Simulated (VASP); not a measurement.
Set up this calculation in VASP 6.6.1, as the native input.

| Item | Value |
| --- | --- |
| Task | electric field gradients |
| Functional | LDA |
| Potentials or basis | VASP PAW LDA potentials, release 64 (Na_pv, H, F) |
| Cutoff | 520 eV |
| k mesh | 10 × 10 × 10 |
| Occupations | fermi-dirac, width 0.02 eV |
| Spin | no spin polarisation |
| Dipole correction | no |
| Further INCAR settings | ALGO = Normal; EDIFF = 1e-08; NBANDS = 19 |

The structure of NaHF2 lies in POSCAR:

```
NaHF2
1.0
    1.7168445641      0.9912206713      4.6077364003
   -1.7168445641      0.9912206713      4.6077364003
    0.0000000000     -1.9824413425      4.6077364003
Na H F
1 1 2
Direct
    0.0000000000      0.0000000000      0.0000000000
    0.5000000000      0.5000000000      0.5000000000
    0.4100000000      0.4100000000      0.4100000000
    0.5900000000      0.5900000000      0.5900000000
```

One way to write it, as run:

INCAR

```
PREC     = Accurate       # precision mode
ENCUT    = 520            # plane-wave cutoff, eV
EDIFF    = 1E-8           # SCF threshold, eV
ISMEAR   = -1             # smearing method
SIGMA    = 0.02           # smearing width, eV
LREAL    = F              # projectors in reciprocal space
LASPH    = T              # aspherical terms in the spheres
NELM     = 60             # most SCF steps
ALGO     = Normal         # electronic algorithm
ISIF     = 2              # what is computed and relaxed
LWAVE    = F              # write WAVECAR
LCHARG   = F              # write CHGCAR
LEFG     = T            
NBANDS   = 19             # bands
```

KPOINTS

```
regular mesh
0
Gamma
  10 10 10
```

Potentials or basis: VASP PAW LDA potentials, release 64 (Na_pv, H, F).

Command:

```bash
$ cat potpaw_LDA.64/Na_pv/POTCAR potpaw_LDA.64/H/POTCAR potpaw_LDA.64/F/POTCAR > POTCAR
$ mpirun -np 1 vasp_std > vasp.out
```

Results of the run:

```json
{"Pressure": "-6.3 GPa", "Largest force": "2.073 eV/Å", "Band gap on the k mesh": "6.39 eV (least direct gap 6.69 eV)", "Largest electric field gradient by atom": "Na +8.7; H +0.0; F +116.9 V/Å²"}
```

Caveat: the stress differs along the axes, from -17 to -1 GPa; without QUAD_EFG the Cq values of the log hold for a quadrupole moment of 1 mb, not for the nuclei; forces of over 1 eV/Å act on the atoms, so gaps and moduli don't describe the material at rest.

Wall time 5.1 min on 1 thread of Intel Xeon 8259CL, on a shared host, peak memory 0.25 GiB.
